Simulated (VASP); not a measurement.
Input of a VASP 6.6.1 run:

INCAR

```
SYSTEM = Mn
ALGO = Normal
EDIFF = 1E-6
ENCUT = 520
GGA = PS
ISIF = 2
ISMEAR = -1
LASPH = .TRUE.
LCHARG = .FALSE.
LREAL = .FALSE.
LWAVE = .FALSE.
NBANDS = 12
NELM = 100
PREC = Accurate
SIGMA = 0.1
```

Contents of KPOINTS:

```
k-points
0
G
  16 16 16
  0 0 0
```

Contents of POSCAR:

```
Mn
1.0
    2.3117378289      0.0000000000      0.0000000000
    0.0000000000      2.3117378289      0.0000000000
    0.0000000000      0.0000000000      2.3117378289
Mn
1
Direct
    0.0000000000      0.0000000000      0.0000000000
```

Potentials or basis: VASP PAW PBE potentials, release 64 (Mn_pv).

The run is started by

```bash
$ cat potpaw_PBE.64/Mn_pv/POTCAR > POTCAR
$ mpirun -np 1 vasp_std > vasp.out
```

Question: Estimate the pressure.

Answer: -15.0 GPa.

Caveat: the PAW data sets were made with another functional, which shifts forces and pressure a little; the run has no spin polarisation, though such a crystal can be magnetic. Spin polarisation is off, so any magnetic state and its effect on volume and gap are missing.
